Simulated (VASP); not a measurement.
A run of VASP 6.6.1 is set up as follows.

INCAR

```
SYSTEM = InGa3As4
ALGO     = Normal         ! electronic algorithm
EDIFF    = 1E-6           ! SCF threshold, eV
EDIFFG   = -0.04          ! ionic threshold
ENCUT    = 600            ! plane-wave cutoff, eV
GGA      = PE             ! functional
IBRION   = 2              ! ionic algorithm
ISIF     = 3              ! what is computed and relaxed
ISMEAR   = 0              ! smearing method
LASPH    = .True.         ! aspherical terms in the spheres
LCHARG   = .False.        ! write CHGCAR
LREAL    = .False.        ! projectors in reciprocal space
LWAVE    = .False.        ! write WAVECAR
NELM     = 60             ! most SCF steps
NSW      = 90             ! ionic steps
PREC     = Accurate       ! precision mode
SIGMA    = 0.1            ! smearing width, eV
```

KPOINTS

```
k-points
0
Gamma
  4 4 4
  0 0 0
```

File POSCAR:

```
InGa3As4
1.0
    5.6108227000      0.0000000000      0.0000000000
    0.0000000000      5.6108227000      0.0000000000
    0.0000000000      0.0000000000      5.6108227000
In Ga As
1 3 4
Direct
    0.5000000000      0.5000000000      0.5000000000
    0.5000000000      0.0000000000      0.0000000000
    0.0000000000      0.0000000000      0.5000000000
    0.0000000000      0.5000000000      0.0000000000
    0.2500000000      0.7500000000      0.2500000000
    0.2500000000      0.2500000000      0.7500000000
    0.7500000000      0.7500000000      0.7500000000
    0.7500000000      0.2500000000      0.2500000000
```

Potentials or basis: VASP PAW PBE potentials, release 64 (In_d, Ga_d, As).

Command:

```sh
$ cat potpaw_PBE.64/In_d/POTCAR potpaw_PBE.64/Ga_d/POTCAR potpaw_PBE.64/As/POTCAR > POTCAR
$ mpirun -np 1 vasp_std > vasp.out
```

(1) Estimate the space group after relaxing (to 0.1 Å).

(2) What does it give for the band gap on the k mesh?

## Answers

(1) P-43m (No. 215).

(2) zero (filled and empty bands touch).

Caveat: semilocal functionals underestimate gaps, and a narrow one can read as zero; spin-orbit coupling is left out, which moves the levels of the heavy elements.
